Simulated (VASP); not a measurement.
Set up this calculation in VASP 6.6.1, as the native input.

```
Task                   : single point
Functional             : PBE
Potentials or basis    : VASP PAW PBE potentials, release 64 (Ca_sv, F)
Cutoff                 : 600 eV
k mesh                 : 6 × 6 × 6
Occupations            : gaussian, width 0.01 eV
Spin                   : no spin polarisation
Dipole correction      : no
Further INCAR settings : ALGO = Normal; EDIFF = 1e-06; NBANDS = 19
```

The structure of CaF2 lies in POSCAR:

```
CaF2
1.0
    0.0000000000      2.7270904668      2.7270904668
    2.7270904668      0.0000000000      2.7270904668
    2.7270904668      2.7270904668      0.0000000000
Ca F
1 2
Direct
    0.0000000000      0.0000000000      0.0000000000
    0.2500000000      0.2500000000      0.2500000000
    0.7500000000      0.7500000000      0.7500000000
```

These files were run (other wordings do the same):

INCAR

```
SYSTEM = CaF2
ALGO     = Normal         ! electronic algorithm
EDIFF    = 1E-6           ! SCF threshold, eV
ENCUT    = 600            ! plane-wave cutoff, eV
GGA      = PE             ! functional
GGA_COMPAT= .FALSE.      
ISIF     = 2              ! what is computed and relaxed
ISMEAR   = 0              ! smearing method
LASPH    = .TRUE.         ! aspherical terms in the spheres
LCHARG   = .FALSE.        ! write CHGCAR
LREAL    = .FALSE.        ! projectors in reciprocal space
LWAVE    = .FALSE.        ! write WAVECAR
NBANDS   = 19             ! bands
NELM     = 120            ! most SCF steps
PREC     = Accurate       ! precision mode
SIGMA    = 0.01           ! smearing width, eV
```

KPOINTS

```
k-points
0
G
  6 6 6
  0 0 0
```

Potentials or basis: VASP PAW PBE potentials, release 64 (Ca_sv, F).

Launch:

```sh
$ cat potpaw_PBE.64/Ca_sv/POTCAR potpaw_PBE.64/F/POTCAR > POTCAR
$ mpirun -np 1 vasp_std > vasp.out
```

It gave:

| Quantity | Value |
| --- | --- |
| Pressure | 2.8 GPa |
| Band gap on the k mesh | 7.31 eV (least direct gap 7.56 eV) |

Run time: 19 s on 1 thread of Intel Xeon 8259CL (shared host), peak memory 0.17 GiB.
